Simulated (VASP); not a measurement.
A run of VASP 6.6.1 is set up as follows.

POSCAR

```
SrCl2
1.0
    2.4567214785      1.4183888069      4.0153159510
   -2.4567214785      1.4183888069      4.0153159510
    0.0000000000     -2.8367776139      4.0153159510
Sr Cl
1 2
Direct
    0.0000000000      0.0000000000      0.0000000000
    0.2499511382      0.2499511382      0.2499511382
    0.7500488618      0.7500488618      0.7500488618
```

The input INCAR.step1:

```
SYSTEM = SrCl2
PREC = Accurate
ENCUT = 500
EDIFF = 1E-8
ISMEAR = 0
SIGMA = 0.01
LREAL = .False.
LASPH = .True.
NELM = 80
ALGO = Normal
LWAVE = .True.
LCHARG = .False.
GGA = PE
```

INCAR.step2

```
SYSTEM = SrCl2
PREC = Accurate
ENCUT = 500
EDIFF = 1E-8
ISMEAR = 0
SIGMA = 0.01
LREAL = .False.
LASPH = .True.
NELM = 1
ALGO = Exact
LWAVE = .True.
LCHARG = .False.
GGA = PE
NBANDS = 148
LOPTICS = .True.
ISTART = 1
```

File INCAR.step3:

```
SYSTEM = SrCl2
PREC = Accurate
ENCUT = 500
EDIFF = 1E-8
ISMEAR = 0
SIGMA = 0.01
LREAL = .False.
LASPH = .True.
ALGO = EVGW0
LWAVE = .False.
LCHARG = .False.
GGA = PE
NELMGW = 1
NBANDS = 148
ENCUTGW = 80.0
NOMEGA = 48
PRECFOCK = Fast
ISTART = 1
NBANDSGW = 20
```

KPOINTS

```
regular mesh
0
Gamma
  6 6 6
  0 0 0
```

Potentials or basis: VASP PAW PBE potentials, release 64 (Sr_sv_GW, Cl_GW).

Launch:

```bash
$ cat potpaw_PBE.64/Sr_sv_GW/POTCAR potpaw_PBE.64/Cl_GW/POTCAR > POTCAR
$ cp INCAR.step1 INCAR
$ mpirun -np 1 vasp_std > vasp.out
$ cp INCAR.step2 INCAR
$ mpirun -np 1 vasp_std > vasp.out
$ cp INCAR.step3 INCAR
$ mpirun -np 1 vasp_std > vasp.out
```

(1) What does it give for the quasiparticle gap?

(2) What does it give for the least direct quasiparticle gap?

(3) Predict the band gap of the starting levels on the mesh.

(4) Estimate the least direct gap of the starting levels on the mesh.

## Answers

(1) 7.33 eV.

(2) 7.74 eV.

(3) 5.39 eV.

(4) 5.50 eV.

Caveat: bands, screening cutoff and mesh are small and nothing is extrapolated, so the quasiparticle values aren't converged.
